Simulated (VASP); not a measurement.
# HfSi (Pnma) in VASP: further runs

The runs below take HfSi through single point, with PBEsol.

Program: VASP 6.6.1. These are calculated values, not measurements. Logs are shortened: lines on timing, memory, paths and dates and some standing lists are left out, and cuts for length are marked.

## 1. The cell of the first run

It takes space group Pnma (No. 62, orthorhombic). Conventional cell: a = 6.852 Å, b = 3.747 Å, c = 5.199 Å, α = 90.00°, β = 90.00°, γ = 90.00°. Within 3.5 Å of Hf (site symmetry m) lie 7 Si at 2.68 to 2.87 Å and 6 Hf at 3.32 to 3.36 Å. Within 3.2 Å of Si (site symmetry m) lie 2 Si at 2.45 Å and 7 Hf at 2.68 to 2.87 Å.

## 2. Single point, PBEsol

The input, INCAR:

```
SYSTEM = HfSi
ALGO = Normal
EDIFF = 1E-7
ENCUT = 520
GGA = PS
ISIF = 2
ISMEAR = 0
LASPH = .TRUE.
LCHARG = .FALSE.
LREAL = .FALSE.
LWAVE = .FALSE.
NBANDS = 38
NELM = 80
PREC = Accurate
SIGMA = 0.1
```

The input, KPOINTS:

```
k-points
0
G
  4 6 4
  0 0 0
```

The input, POSCAR:

```
HfSi
1.0
    6.8518501488      0.0000000000      0.0000000000
    0.0000000000      3.7471898268      0.0000000000
    0.0000000000      0.0000000000      5.1993544582
Hf Si
4 4
Direct
    0.8241661445      0.2500000000      0.1259174074
    0.3241661445      0.2500000000      0.3740825926
    0.1758338555      0.7500000000      0.8740825926
    0.6758338555      0.7500000000      0.6259174074
   -0.0430898072      0.2500000000      0.6410877590
    0.4569101928      0.2500000000      0.8589122410
    1.0430898072      0.7500000000      0.3589122410
    0.5430898072      0.7500000000      0.1410877590
```

Potentials or basis: VASP PAW PBE potentials, release 64 (Hf_pv, Si).

Launch:

```
$ cat potpaw_PBE.64/Hf_pv/POTCAR potpaw_PBE.64/Si/POTCAR > POTCAR
$ mpirun -np 1 vasp_std > vasp.out
```

OUTCAR:

```text
SYSTEM = HfSi
   EDIFF = 1E-7
   ENCUT = 520
   GGA = PS
   ISIF = 2
   ISMEAR = 0
   LASPH = .TRUE.
   LREAL = .FALSE.
   NELM = 80
   PREC = Accurate

 ion  position               nearest neighbor table
   1  0.824  0.250  0.126-   5 2.68   8 2.69   8 2.69   7 2.69   7 2.69   5 2.83   6 2.87   3 3.32
                             3 3.32   4 3.36   4 3.36   4 3.36   4 3.36   2 3.66   2 3.66
   2  0.324  0.250  0.374-   6 2.68   7 2.69   7 2.69   8 2.69   8 2.69   6 2.83   5 2.87   4 3.32
                             4 3.32   3 3.36   3 3.36   3 3.36   3 3.36   1 3.66   1 3.66
   3  0.176  0.750  0.874-   7 2.68   6 2.69   6 2.69   5 2.69   5 2.69   7 2.83   8 2.87   1 3.32
                             1 3.32   2 3.36   2 3.36   2 3.36   2 3.36   4 3.66   4 3.66
   4  0.676  0.750  0.626-   8 2.68   5 2.69   5 2.69   6 2.69   6 2.69   8 2.83   7 2.87   2 3.32
                             2 3.32   1 3.36   1 3.36   1 3.36   1 3.36   3 3.66   3 3.66
   5  0.957  0.250  0.641-   7 2.45   7 2.45   1 2.68   4 2.69   4 2.69   3 2.69   3 2.69   1 2.83
                             2 2.87
   6  0.457  0.250  0.859-   8 2.45   8 2.45   2 2.68   3 2.69   3 2.69   4 2.69   4 2.69   2 2.83
                             1 2.87
   7  0.043  0.750  0.359-   5 2.45   5 2.45   3 2.68   2 2.69   2 2.69   1 2.69   1 2.69   3 2.83
                             4 2.87
   8  0.543  0.750  0.141-   6 2.45   6 2.45   4 2.68   1 2.69   1 2.69   2 2.69   2 2.69   4 2.83
                             3 2.87

  LATTYP: Found a simple orthorhombic cell.
 ALAT       =     3.7471898268
 B/A-ratio  =     1.3875343120
 C/A-ratio  =     1.8285303028

  Lattice vectors:

 A1 = (   0.0000000000,   3.7471898268,   0.0000000000)
 A2 = (   0.0000000000,   0.0000000000,   5.1993544582)
 A3 = (   6.8518501488,   0.0000000000,   0.0000000000)

Analysis of symmetry for initial positions (statically):
=====================================================================
 Subroutine PRICEL returns:
 Original cell was already a primitive cell.

 Routine SETGRP: Setting up the symmetry group for a
 simple orthorhombic supercell.

 Subroutine GETGRP returns: Found  8 space group operations
 (whereof  2 operations were pure point group operations)
 out of a pool of  8 trial point group operations.

The static configuration has the point symmetry S_2 .
 The point group associated with its full space group is D_2h.

Analysis of symmetry for dynamics (positions and initial velocities):
=====================================================================
 Subroutine PRICEL returns:
 Original cell was already a primitive cell.

 Routine SETGRP: Setting up the symmetry group for a
 simple orthorhombic supercell.

 Subroutine GETGRP returns: Found  8 space group operations
 (whereof  2 operations were pure point group operations)
 out of a pool of  8 trial point group operations.

The dynamic configuration has the point symmetry S_2 .
 The point group associated with its full space group is D_2h.

 Subroutine INISYM returns: Found  8 space group operations
 (whereof  2 operations are pure point group operations),
 and found     1 'primitive' translations

----------------------------------------------------------------------------------------

                                     Primitive cell

  volume of cell :     133.4944

  direct lattice vectors                    reciprocal lattice vectors
     6.851850149  0.000000000  0.000000000     0.145945982  0.000000000  0.000000000
     0.000000000  3.747189827  0.000000000     0.000000000  0.266866651  0.000000000
     0.000000000  0.000000000  5.199354458     0.000000000  0.000000000  0.192331569

  length of vectors
     6.851850149  3.747189827  5.199354458     0.145945982  0.266866651  0.192331569

  position of ions in fractional coordinates (direct lattice)
     0.824166144  0.250000000  0.125917407
     0.324166144  0.250000000  0.374082593
     0.175833856  0.750000000  0.874082593
     0.675833856  0.750000000  0.625917407
     0.956910193  0.250000000  0.641087759
     0.456910193  0.250000000  0.858912241
     0.043089807  0.750000000  0.358912241
     0.543089807  0.750000000  0.141087759

  ion indices of the primitive-cell ions
   primitive index   ion index
                 1           1
                 2           2
                 3           3
                 4           4
                 5           5
                 6           6
                 7           7
                 8           8

----------------------------------------------------------------------------------------

 KPOINTS: k-points

Automatic generation of k-mesh.
 Grid dimensions read from file:
 generate k-points for:    4    6    4

 Generating k-lattice:

  Cartesian coordinates                     Fractional coordinates (reciprocal lattice)
     0.036486496  0.000000000  0.000000000     0.250000000  0.000000000  0.000000000
     0.000000000  0.044477775  0.000000000     0.000000000  0.166666667  0.000000000
     0.000000000  0.000000000  0.048082892     0.000000000  0.000000000  0.250000000

  Length of vectors
     0.036486496  0.044477775  0.048082892

  Shift w.r.t. Gamma in fractional coordinates (k-lattice)
     0.000000000  0.000000000  0.000000000

 Subroutine IBZKPT returns following result:
 ===========================================

 Found     36 irreducible k-points:

 Following reciprocal coordinates:
            Coordinates               Weight
  0.000000  0.000000  0.000000      1.000000
  0.250000  0.000000  0.000000      2.000000
  0.500000  0.000000  0.000000      1.000000
  0.000000  0.166667  0.000000      2.000000
  0.250000  0.166667  0.000000      4.000000
  0.500000  0.166667  0.000000      2.000000
[... 16 lines left out ...]
  0.250000  0.500000  0.250000      4.000000
  0.500000  0.500000  0.250000      2.000000
 [... further k-points ...]
   k-points           NKPTS =     36   k-points in BZ     NKDIM =     36   number of bands    NBANDS=     38
   number of dos      NEDOS =    301   number of ions     NIONS =      8
   total plane-waves  NPLWV =  60480
   dimension x,y,z NGX =    54 NGY =   28 NGZ =   40
   dimension x,y,z NGXF=   108 NGYF=   56 NGZF=   80
   ions per type =               4   4
   NGX,Y,Z   is equivalent  to a cutoff of  13.10, 12.42, 12.79 a.u.
   NGXF,Y,Z  is equivalent  to a cutoff of  26.20, 24.84, 25.58 a.u.
 SYSTEM =  HfSi
   PREC   = accura    normal or accurate (medium, high low for compatibility)
   ISTART =      0    job   : 0-new  1-cont  2-samecut
   ICHARG =      2    charge: 1-file 2-atom 10-const
   ISPIN  =      1    spin polarized calculation?
   LNONCOLLINEAR =      F non collinear calculations
   LSORBIT =      F    spin-orbit coupling
   LASPH  =      T    aspherical Exc in radial PAW
   ENCUT  =  520.0 eV  38.22 Ry    6.18 a.u.  12.74  6.97  9.67*2*pi/ulx,y,z
   NELM   =     80;   NELMIN=  2; NELMDL= -5     # of ELM steps
   EDIFF  = 0.1E-06   stopping-criterion for ELM
   LREAL  =      F    real-space projection
   EDIFFG = 0.1E-05   stopping-criterion for IOM
   NSW    =      0    number of steps for IOM
   IBRION =     -1    ionic relax: 0-MD 1-quasi-New 2-CG
   NFREE  =      0    steps in history (QN), initial steepest desc. (CG)
   ISIF   =      2    stress and relaxation
   ISYM   =      2    0-nonsym 1-usesym 2-fastsym
   POTIM  = 0.5000    time-step for ionic-motion
   TEBEG  =    0.0;   TEEND  =   0.0 temperature during run
   PSTRESS=    0.0 pullay stress
   NELECT =      56.0000    total number of electrons
   NUPDOWN=      -1.0000    fix difference up-down
   EMIN   =  10.00;   EMAX   =-10.00  energy-range for DOS
   EFERMI =   0.00;   METHOD = LEGACY
   ISMEAR =     0;   SIGMA  =   0.10  broadening in eV -4-tet -1-fermi 0-gaus
   EFERMI_NEDOS =   21; number of points for ismear=-14 and -15
   IALGO  =     38    algorithm
   IMIX   =      4    mixing-type and parameters
     AMIX     =   0.40;   BMIX     =  1.00
     AMIX_MAG =   1.60;   BMIX_MAG =  1.00
  volume/ion in A,a.u.               =      16.69       112.61
  Fermi-wavevector in a.u.,A,eV,Ry     =   1.225509  2.315876 20.434214  1.501872
  Thomas-Fermi vector in A             =   2.360544
   LORBIT       =      0    0 simple, 1 ext, 2 COOP (PROOUT), +10 PAW based schemes
   GGA     = PS    functional components
   LHFCALC =     F    Hartree Fock is set to
   AEXX    =    0.0000 exact exchange contribution
   IVDW    =     0    specifies the selected vdW correction
   LEPSILON=     F    determine dielectric tensor
   LRPA    =     F    only Hartree local field effects (RPA)
 non-spin polarized calculation
 Gauss-broadening in eV      SIGMA  =   0.10
  energy-cutoff  :      520.00
  volume of cell :      133.49
 maximum number of plane-waves:      3644
 NGX is ok and might be reduce to    54

 number of electron      56.0000004 magnetization

 Free energy of the ion-electron system (eV)
  ---------------------------------------------------
  ext. energy  EPLUGINS =         0.00000000
  ---------------------------------------------------
  free energy    TOTEN  =       -72.24810934 eV

  energy without entropy =      -72.24396985  energy(sigma->0) =      -72.24603960

 E-fermi :   7.6049     XC(G=0): -11.7356

 val. band max:        7.5426521271   @ k =   0.0000   0.1667   0.2500
 cond. band min:       7.6278061657   @ k =   0.5000   0.0000   0.0000
 fundamental gap:      0.0851540386
 Fermi energy:         7.6049083301

 k-point     1 :       0.0000    0.0000    0.0000
  band No.  band energies     occupation
      1     -23.0343      2.00000
      2     -23.0336      2.00000
      3     -22.9877      2.00000
      4     -22.9116      2.00000
      5     -22.9070      2.00000
      6     -22.8879      2.00000
[... 30 lines left out ...]
     37      10.8923      0.00000
     38      11.3753      0.00000

 k-point     2 :       0.2500    0.0000    0.0000
  band No.  band energies     occupation
      1     -23.0380      2.00000
      2     -23.0311      2.00000
      3     -22.9886      2.00000
      4     -22.9041      2.00000
      5     -22.9030      2.00000
      6     -22.8695      2.00000
[... 30 lines left out ...]
     37      10.6231      0.00000
     38      10.6425      0.00000

 k-point     3 :       0.5000    0.0000    0.0000
  band No.  band energies     occupation
      1     -23.0396      2.00000
      2     -23.0396      2.00000
      3     -22.9477      2.00000
      4     -22.9477      2.00000
      5     -22.8794      2.00000
      6     -22.8794      2.00000
[... 30 lines left out ...]
     37      10.4100      0.00000
     38      10.4100      0.00000

 k-point     4 :       0.0000    0.1667    0.0000
  band No.  band energies     occupation
      1     -23.0282      2.00000
      2     -23.0164      2.00000
      3     -22.9775      2.00000
      4     -22.9264      2.00000
      5     -22.9212      2.00000
      6     -22.8782      2.00000
[... 30 lines left out ...]
     37      10.9026      0.00000
     38      11.5052      0.00000
[... 703 lines left out ...]
      4     -22.9992      2.00000
      5     -22.9163      2.00000
      6     -22.9163      2.00000
[... 30 lines left out ...]
     37      11.1840      0.00000
     38      11.1840      0.00000

 k-point    23 :       0.2500    0.5000    0.2500
  band No.  band energies     occupation
      1     -23.0241      2.00000
      2     -23.0241      2.00000
      3     -22.9971      2.00000
      4     -22.9971      2.00000
      5     -22.9094      2.00000
      6     -22.9094      2.00000
[... 30 lines left out ...]
     37      11.1887      0.00000
     38      11.1887      0.00000

 k-point    24 :       0.5000    0.5000    0.2500
  band No.  band energies     occupation
      1     -23.0122      2.00000
      2     -23.0122      2.00000
      3     -23.0122      2.00000
      4     -23.0122      2.00000
      5     -22.8738      2.00000
      6     -22.8738      2.00000
[... 30 lines left out ...]
     37      11.4050      0.00000
     38      11.4050      0.00000

 [... further k-points ...]

------------------------ aborting loop because EDIFF is reached ----------------------------------------

  FORCE on cell =-STRESS in cart. coord.  units (eV):
  Direction    XX          YY          ZZ          XY          YZ          ZX
  --------------------------------------------------------------------------------------
  -------------------------------------------------------------------------------------
  Total       -0.1927023      0.0993520      0.0592931      0.0000000     -0.0000000      0.0000000
  in kB       -2.3127806      1.1924060      0.7116261      0.0000000     -0.0000000      0.0000000
  external PRESSURE =      -0.1362495 kB  Pullay stress =       0.0000000 kB

 VOLUME and BASIS-vectors are now :
 -----------------------------------------------------------------------------
  energy-cutoff  :      520.00
  volume of cell :      133.49
      direct lattice vectors                 reciprocal lattice vectors
     6.851850149  0.000000000  0.000000000     0.145945982  0.000000000  0.000000000
     0.000000000  3.747189827  0.000000000     0.000000000  0.266866651  0.000000000
     0.000000000  0.000000000  5.199354458     0.000000000  0.000000000  0.192331569

 POSITION                                       TOTAL-FORCE (eV/Angst)
 -----------------------------------------------------------------------------------
      5.64706      0.93680      0.65469         0.030345     -0.000000     -0.010920
      2.22114      0.93680      1.94499         0.030345      0.000000      0.010920
      1.20479      2.81039      4.54467        -0.030345      0.000000      0.010920
      4.63071      2.81039      3.25437        -0.030345     -0.000000     -0.010920
      6.55661      0.93680      3.33324         0.006021     -0.000000     -0.004612
      3.13068      0.93680      4.46579         0.006021     -0.000000      0.004612
      0.29524      2.81039      1.86611        -0.006021      0.000000      0.004612
      3.72117      2.81039      0.73357        -0.006021     -0.000000     -0.004612
 -----------------------------------------------------------------------------------
    total drift:                                0.000000     -0.000000      0.000000

  FREE ENERGIE OF THE ION-ELECTRON SYSTEM (eV)
  ---------------------------------------------------
  free  energy   TOTEN  =       -72.2481093402 eV

  energy  without entropy=      -72.2439698519  energy(sigma->0) =      -72.24603960
```

It took 4 min on 1 thread of Intel Xeon 8259CL, shared host; peak memory 0.32 GiB.

What came out:

| Property | Result |
| --- | --- |
| Free energy | -72.2481 eV |
| Pressure | 0.0 GPa |
| Largest force | 0.032 eV/Å |
| Band gap on the k mesh | zero (bands 28 and 29 overlap by 0.42 eV) |

Forces on the atoms (eV/Å):
```
Hf   0.030  0.000 -0.011
Hf   0.030  0.000  0.011
Hf  -0.030  0.000  0.011
Hf  -0.030  0.000 -0.011
Si   0.006  0.000 -0.005
Si   0.006  0.000  0.005
Si  -0.006  0.000  0.005
Si  -0.006  0.000 -0.005
```

Levels at points of the mesh, in eV from the Fermi level:
| k point | band 25 | band 26 | band 27 | band 28 | band 29 | band 30 | band 31 | band 32 |
| --- | --- | --- | --- | --- | --- | --- | --- | --- |
| (0.00, 0.00, 0.00) | -0.84 | -0.55 | -0.33 | -0.33 | 0.35 | 0.61 | 0.85 | 1.24 |
| (0.50, 0.00, 0.00) | -0.93 | -0.93 | -0.62 | -0.62 | 0.02 | 0.02 | 1.07 | 1.07 |
| (0.00, 0.50, 0.00) | -2.15 | -2.15 | -1.75 | -1.75 | 2.03 | 2.03 | 2.47 | 2.47 |
| (0.50, 0.50, 0.00) | -2.07 | -2.07 | -2.07 | -2.07 | 2.88 | 2.88 | 2.88 | 2.88 |
| (0.00, 0.00, 0.50) | -1.26 | -1.26 | -0.22 | -0.22 | 0.86 | 0.86 | 0.91 | 0.91 |
| (0.50, 0.00, 0.50) | -1.28 | -1.28 | -0.79 | -0.79 | 0.51 | 0.51 | 1.28 | 1.28 |
| (0.00, 0.50, 0.50) | -0.89 | -0.89 | -0.62 | -0.62 | -0.10 | -0.10 | 0.84 | 0.84 |
| (0.50, 0.50, 0.50) | -1.75 | -1.75 | -1.75 | -1.75 | 1.89 | 1.89 | 1.89 | 1.89 |

Caveat: the PAW data sets were made with another functional, which shifts forces and pressure a little; spin-orbit coupling is left out, which moves the levels of the heavy elements.

## 3. Single point, PBEsol

This run uses another cell than the first one, of the same volume but with other edges.

The input, INCAR:

```
PREC = Accurate
ENCUT = 520
EDIFF = 1E-7
ISMEAR = 0
SIGMA = 0.1
LREAL = F
LASPH = T
NELM = 60
ALGO = Normal
ISIF = 2
LWAVE = F
LCHARG = F
GGA = PS
NBANDS = 38
```

The input, KPOINTS:

```
Automatic mesh
0
Gamma
  9 3 12
```

The input, POSCAR:

```
HfSi
1.0
    3.7602084210      0.0000000000      0.0000000000
    0.0000000000     12.4409297057      0.0000000000
    0.0000000000     -4.3499871696      2.8524645349
Hf Si
4 4
Direct
    0.7500000000      0.8243564985      0.7752715108
    0.7500000000      0.3243564985      0.0221544830
    0.2500000000      0.1756435015      0.2247284892
    0.2500000000      0.6756435015      0.9778455170
    0.7500000000     -0.0430712311      0.5540971266
    0.7500000000      0.4569287689     -0.2263820511
    0.2500000000      1.0430712311      0.4459028734
    0.2500000000      0.5430712311      1.2263820511
```

Potentials or basis: VASP PAW PBE potentials, release 64 (Hf_pv, Si).

Launch:

```
$ cat potpaw_PBE.64/Hf_pv/POTCAR potpaw_PBE.64/Si/POTCAR > POTCAR
$ mpirun -np 1 vasp_std > vasp.out
```

It took 11 min on 1 thread of Intel Xeon 8259CL, shared host; peak memory 0.5 GiB.

Results (log left out):

```yaml
Free_energy: -72.2081 eV
Pressure: 0.1 GPa
Largest_force: 0.016 eV/Å
Band_gap_on_the_k_mesh: zero (bands 28 and 29 overlap by 0.17 eV)
```

Forces in eV/Å, atoms in the order of the input:
```
Hf   0.000  0.004 -0.010
Hf   0.000 -0.010 -0.001
Hf   0.000 -0.004  0.010
Hf   0.000  0.010  0.001
Si   0.000  0.016  0.003
Si   0.000 -0.004  0.015
Si   0.000 -0.016 -0.003
Si   0.000  0.004 -0.015
```

Stress tensor (GPa, compression positive):
```
 0.25  0.00  0.00
 0.00 -0.06  0.07
 0.00  0.07 -0.01
```

Levels at points of the mesh, in eV from the Fermi level:
```csv
k point,band 24,band 25,band 26,band 27,band 28,band 29,band 30,band 31,band 32,band 33
"(0.00, 0.00, 0.00)",-2.16,-0.86,-0.57,-0.35,-0.29,0.34,0.63,0.87,1.26,1.26
"(0.00, 0.00, 0.50)",-1.86,-1.26,-1.26,-0.24,-0.24,0.86,0.86,0.93,0.93,1.65
```

Caveat: the PAW data sets were made with another functional, which shifts forces and pressure a little; spin-orbit coupling is left out, which moves the levels of the heavy elements.

The gap in the log of VASP goes by the Fermi energy; the results here count the filled bands.